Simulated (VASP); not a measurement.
Wanted: the native input for a VASP 6.6.1 run.

```
Task                   : single point
Functional             : PBEsol
Potentials or basis    : VASP PAW PBE potentials, release 64 (Ag)
Cutoff                 : 520 eV
k mesh                 : 20 × 20 × 20
Occupations            : gaussian, width 0.15 eV
Spin                   : no spin polarisation
Dipole correction      : no
Further INCAR settings : ALGO = Normal; EDIFF = 1e-07; NBANDS = 12
```

The structure of Ag lies in POSCAR:

```
Ag
1.0
    0.0000000000      2.1248240000      2.1248240000
    2.1248240000      0.0000000000      2.1248240000
    2.1248240000      2.1248240000      0.0000000000
Ag
1
Direct
    0.0000000000      0.0000000000      0.0000000000
```

This cell differs from its parent crystal: strain +0.040 along x and y, +0.040 along z.

These files were run (other wordings do the same):

INCAR

```
SYSTEM = Ag
PREC     = Accurate       ! precision mode
ENCUT    = 520            ! plane-wave cutoff, eV
EDIFF    = 1E-7           ! SCF threshold, eV
ISMEAR   = 0              ! smearing method
SIGMA    = 0.15           ! smearing width, eV
LREAL    = .FALSE.        ! projectors in reciprocal space
LASPH    = .TRUE.         ! aspherical terms in the spheres
NELM     = 60             ! most SCF steps
ALGO     = Normal         ! electronic algorithm
ISIF     = 2              ! what is computed and relaxed
LWAVE    = .FALSE.        ! write WAVECAR
LCHARG   = .FALSE.        ! write CHGCAR
GGA      = PS             ! functional
NBANDS   = 12             ! bands
```

KPOINTS

```
regular mesh
0
G
  20 20 20
  0 0 0
```

Potentials or basis: VASP PAW PBE potentials, release 64 (Ag).

The run is started by

```console
$ cat potpaw_PBE.64/Ag/POTCAR > POTCAR
$ mpirun -np 1 vasp_std > vasp.out
```

Results of the run:

```
Pressure               : -11.3 GPa
Band gap on the k mesh : zero (an odd number of electrons rules out a gap without spin polarisation)
```

Caveat: the cell differs from its parent crystal (strain +0.040 along x and y, +0.040 along z); the cell stands under tension; the PAW data sets were made with another functional, which shifts forces and pressure a little.

It took 46 s on 1 thread of Intel(R) Xeon(R) Platinum 8375C CPU @ 2.90GHz (Ice Lake), on a shared host, peak memory 0.17 GiB.
